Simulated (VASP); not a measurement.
# Sn in VASP: notebook, part 2 of 2

VASP 6.6.1. Earlier steps stand in the parts before.

## 3. Single point, PBE+D3(BJ) (strain +0.040 along x and y, +0.040 along z)

The input, INCAR:

```
PREC     = Accurate       # precision mode
ENCUT    = 520            # plane-wave cutoff, eV
EDIFF    = 1E-7           # SCF threshold, eV
ISMEAR   = 0              # smearing method
SIGMA    = 0.15           # smearing width, eV
LREAL    = False          # projectors in reciprocal space
LASPH    = True           # aspherical terms in the spheres
NELM     = 60             # most SCF steps
ALGO     = Fast           # electronic algorithm
ISIF     = 2              # what is computed and relaxed
LWAVE    = False          # write WAVECAR
LCHARG   = False          # write CHGCAR
GGA      = PE             # functional
IVDW     = 12             # dispersion correction
NBANDS   = 13             # bands
```

The input, KPOINTS:

```
Automatic mesh
0
Gamma
  24 24 24
```

The input, POSCAR:

```
Sn
1.0
   -1.8245828039      1.8247982435      2.2541903772
    1.8245828039     -1.8247982435      2.2541903772
    1.8245828039      1.8247982435     -2.2541903772
Sn
1
Direct
    0.0000000000      0.0000000000      0.0000000000
```

Potentials or basis: VASP PAW PBE potentials, release 64 (Sn_d).

Command:

```
cat potpaw_PBE.64/Sn_d/POTCAR > POTCAR
mpirun -np 1 vasp_std > vasp.out
```

OUTCAR:

```text
PREC = Accurate
   ENCUT = 520
   EDIFF = 1E-7
   ISMEAR = 0
   LREAL = False
   LASPH = True
   NELM = 60
   ISIF = 2
   GGA = PE
   IVDW = 12
 IVDW          = 12

 ion  position               nearest neighbor table
   1  0.000  0.000  0.000-

  LATTYP: Found a body centered orthorhombic cell.
 ALAT       =     3.6491656078
 B/A-ratio  =     1.0001180761
 C/A-ratio  =     1.2354552352

  Lattice vectors:
[... 565 lines left out ...]
     10      15.8173      0.00000
     11      16.4483      0.00000
     12      17.8942      0.00000
     13      19.5054      0.00000

 [... further k-points ...]

------------------------ aborting loop because EDIFF is reached ----------------------------------------

 Edisp (eV)   -0.34866

 E8    (eV) :    -0.1677

  FORCE on cell =-STRESS in cart. coord.  units (eV):
  Direction    XX          YY          ZZ          XY          YZ          ZX
  --------------------------------------------------------------------------------------
  -------------------------------------------------------------------------------------
  Total      -0.87991    -0.87989    -0.82214     0.00000     0.00000     0.00000
  in kB     -46.95899   -46.95826   -43.87629     0.00000     0.00000     0.00000
  external pressure =      -45.93 kB  Pullay stress =        0.00 kB

 VOLUME and BASIS-vectors are now :
 -----------------------------------------------------------------------------
  energy-cutoff  :      520.00
  volume of cell :       30.02
      direct lattice vectors                 reciprocal lattice vectors
    -1.824582804  1.824798244  2.254190377     0.000000000  0.274002894  0.221809127
     1.824582804 -1.824798244  2.254190377     0.274035247  0.000000000  0.221809127
     1.824582804  1.824798244 -2.254190377     0.274035247  0.274002894  0.000000000

 POSITION                                       TOTAL-FORCE (eV/Angst)
 -----------------------------------------------------------------------------------
      0.00000      0.00000      0.00000         0.000000      0.000000      0.000000
 -----------------------------------------------------------------------------------
    total drift:                               -0.000000      0.000000      0.000000

  FREE ENERGIE OF THE ION-ELECTRON SYSTEM (eV)
  ---------------------------------------------------
  free  energy   TOTEN  =        -4.1155542839 eV

  energy  without entropy=       -4.1086091028  energy(sigma->0) =       -4.11208169
```

OSZICAR:

```text
N       E                     dE             d eps       ncg     rms          rms(c)
DAV:   1     0.810646186593E+02    0.81065E+02   -0.71985E+03 52337   0.155E+03
DAV:   2     0.210554992072E+01   -0.78959E+02   -0.76558E+02 54171   0.338E+02
DAV:   3    -0.364845841070E+01   -0.57540E+01   -0.57341E+01 60742   0.741E+01
DAV:   4    -0.377217101815E+01   -0.12371E+00   -0.12368E+00 61595   0.117E+01
DAV:   5    -0.377654181168E+01   -0.43708E-02   -0.43707E-02 67563   0.213E+00    0.110E+00
RMM:   6    -0.376904902448E+01    0.74928E-02   -0.80572E-03 64347   0.114E+00    0.631E-01
RMM:   7    -0.376689506837E+01    0.21540E-02   -0.66857E-03 63298   0.929E-01    0.837E-02
RMM:   8    -0.376685212541E+01    0.42943E-04   -0.83800E-04 70294   0.448E-01    0.285E-02
RMM:   9    -0.376688878063E+01   -0.36655E-04   -0.32947E-04 75111   0.180E-01    0.170E-02
RMM:  10    -0.376688994958E+01   -0.11689E-05   -0.58172E-05 70284   0.116E-01    0.126E-03
RMM:  11    -0.376689256023E+01   -0.26107E-05   -0.32271E-05 83024   0.539E-02    0.405E-03
RMM:  12    -0.376689285491E+01   -0.29467E-06   -0.27113E-06 72961   0.171E-02    0.415E-03
RMM:  13    -0.376689296008E+01   -0.10517E-06   -0.44342E-07 52890   0.597E-03    0.474E-03
RMM:  14    -0.376689277352E+01    0.18656E-06   -0.95776E-08 44623   0.371E-03    0.268E-03
RMM:  15    -0.376689266103E+01    0.11249E-06   -0.40827E-08 34879   0.246E-03    0.204E-03
RMM:  16    -0.376689254715E+01    0.11388E-06   -0.31189E-08 36456   0.182E-03    0.171E-03
RMM:  17    -0.376689240172E+01    0.14544E-06   -0.32607E-08 33228   0.206E-03    0.178E-03
RMM:  18    -0.376689239245E+01    0.92734E-08   -0.17537E-08 31044   0.117E-03
   1 F= -.41155543E+01 E0= -.41120817E+01  d E =-.694518E-02
```

It took 28 min on 1 thread of Oxide Virtual Turin-like, shared host; peak memory 0.73 GiB.

What came out:

| Item | Value |
| --- | --- |
| Free energy | -4.1156 eV |
| Pressure | -4.6 GPa |
| Band gap on the k mesh | zero (bands 7 and 8 overlap by 8.77 eV) |
| Dispersion energy per atom | -0.349 eV |

Stress tensor (GPa, compression positive):
```
-4.70  0.00  0.00
 0.00 -4.70  0.00
 0.00  0.00 -4.39
```

Caveat: the cell differs from its parent crystal (strain +0.040 along x and y, +0.040 along z); the cell stands under tension; spin-orbit coupling is left out, which moves the levels of the heavy elements.

## 4. Single point, PBE+D3(BJ) (strain +0.080 along x and y, +0.000 along z)

The input, INCAR:

```
SYSTEM = Sn
ALGO = Fast
EDIFF = 1E-6
ENCUT = 520
GGA = PE
ISIF = 2
ISMEAR = 0
IVDW = 12
LASPH = .True.
LCHARG = .False.
LREAL = .False.
LWAVE = .False.
NBANDS = 13
NELM = 80
PREC = Accurate
SIGMA = 0.15
```

The input, KPOINTS:

```
k-points
0
Gamma
  24 24 24
  0 0 0
```

The input, POSCAR:

```
Sn
1.0
   -1.8947590656      1.8949827914      2.1674907473
    1.8947590656     -1.8949827914      2.1674907473
    1.8947590656      1.8949827914     -2.1674907473
Sn
1
Direct
    0.0000000000      0.0000000000      0.0000000000
```

Command:

```
cat potpaw_PBE.64/Sn_d/POTCAR > POTCAR
mpirun -np 1 vasp_std > vasp.out
```

It took 23 min on 1 thread of Oxide Virtual Turin-like, shared host; peak memory 0.74 GiB.

Results (log left out):

```
Free energy                : -4.0766 eV
Pressure                   : -4.8 GPa
Band gap on the k mesh     : zero (bands 7 and 8 overlap by 8.48 eV)
Dispersion energy per atom : -0.339 eV
```

Stress tensor (GPa, compression positive):
```
-5.06  0.00  0.00
 0.00 -5.07  0.00
 0.00  0.00 -4.30
```

Levels at points of the mesh, in eV from the Fermi level:
```csv
k point,band 4,band 5,band 6,band 7,band 8,band 9,band 10,band 11
"(0.00, 0.00, 0.00)",-21.48,-21.45,-10.21,6.52,6.78,6.78,10.92,11.16
"(0.50, 0.00, 0.00)",-21.45,-21.41,-6.51,-3.90,3.71,5.46,7.87,8.53
"(0.00, 0.50, 0.00)",-21.45,-21.41,-6.51,-3.90,3.71,5.46,7.87,8.53
"(0.50, 0.50, 0.00)",-21.44,-21.40,-5.85,-3.56,2.39,3.62,6.17,6.64
"(0.50, 0.50, 0.50)",-21.41,-21.41,-3.59,-1.67,0.42,0.42,3.78,4.43
```

Caveat: the cell differs from its parent crystal (strain +0.080 along x and y, +0.000 along z); the cell stands under tension; spin-orbit coupling is left out, which moves the levels of the heavy elements.

## 5. The runs side by side

| cell | further INCAR settings | gap on the mesh (eV) | pressure (GPa) |
| --- | --- | --- | --- |
| a = 3.238 Å, angles 114.4, 114.4, 100.0°, 1 atom | ALGO = Fast; EDIFF = 1e-06; NBANDS = 13 | none | 2.2 |
| a = 3.426 Å, angles 115.7, 115.6, 97.7°, 1 atom | ALGO = Fast; EDIFF = 1e-07; NBANDS = 13 | none | -4.6 |
| a = 3.447 Å, angles 113.3, 113.3, 102.1°, 1 atom | ALGO = Fast; EDIFF = 1e-06; NBANDS = 13 | none | -4.8 |

Alike in all rows: task single point; level PBE+D3(BJ); potentials or basis VASP PAW PBE potentials, release 64 (Sn_d); no spin polarisation; k mesh 24 × 24 × 24; cutoff (eV) 520; smearing gaussian 0.15 eV.

Caveats: spin-orbit coupling is left out, which moves the levels of the heavy elements; the cell stands under tension (at least some runs).

Total energies depend on the potentials used, so only differences within one code and one set of settings carry meaning.
